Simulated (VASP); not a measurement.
Write the native input for VASP 6.6.1 that does the following.

```
Task                   : single point
Functional             : PBEsol
Potentials or basis    : VASP PAW PBE potentials, release 64 (Sn_d, Se)
Cutoff                 : 500 eV
k mesh                 : 7 × 7 × 4
Occupations            : gaussian, width 0.05 eV
Spin                   : non-collinear spin, zero start, spin-orbit coupling
Starting moments       : [[0.0, 0.0, 0.0], [0.0, 0.0, 0.0], [0.0, 0.0, 0.0]] μB
Dipole correction      : no
Further INCAR settings : ALGO = Normal; EDIFF = 1e-06; NBANDS = 39
```

The structure of SnSe2 lies in POSCAR:

```
SnSe2
1.0
    3.8110000000      0.0000000000      0.0000000000
   -1.9055000000      3.3004228138      0.0000000000
    0.0000000000      0.0000000000      6.1360000000
Sn Se
1 2
Direct
    0.0000000000      0.0000000000      0.0000000000
    0.6666666667      0.3333333333      0.7510000000
    0.3333333333      0.6666666667      0.2490000000
```

One way to write it, as run:

INCAR

```
PREC = Accurate
ENCUT = 500
EDIFF = 1E-6
ISMEAR = 0
SIGMA = 0.05
LREAL = F
LASPH = T
NELM = 200
ALGO = Normal
ISIF = 2
LWAVE = F
LCHARG = T
MAGMOM = 0 0 0 0 0 0 0 0 0
LORBIT = 11
LSORBIT = T
GGA_COMPAT = F
LORBMOM = T
GGA = PS
LVHAR = T
NBANDS = 39
```

KPOINTS

```
Automatic mesh
0
Gamma
  7 7 4
```

Potentials or basis: VASP PAW PBE potentials, release 64 (Sn_d, Se).

Run with:

```console
$ cat potpaw_PBE.64/Sn_d/POTCAR potpaw_PBE.64/Se/POTCAR > POTCAR
$ mpirun -np 1 vasp_ncl > vasp.out
```

It gave:

| Property | Result |
| --- | --- |
| Pressure | 2.7 GPa |
| Largest force | 0.625 eV/Å |
| Net moment | 0.00 μB per cell |
| Valence electrons inside the program's atomic spheres | Sn 12.24; Se 3.83 |

Caveat: the PAW data sets were made with another functional, which shifts forces and pressure a little; this functional lacks dispersion, which binds the layers, so the pressure and a relaxed spacing across them are unreliable.

Wall time 4.9 min on 1 thread of Intel Xeon 8259CL, with other jobs on the host, peak memory 0.4 GiB.
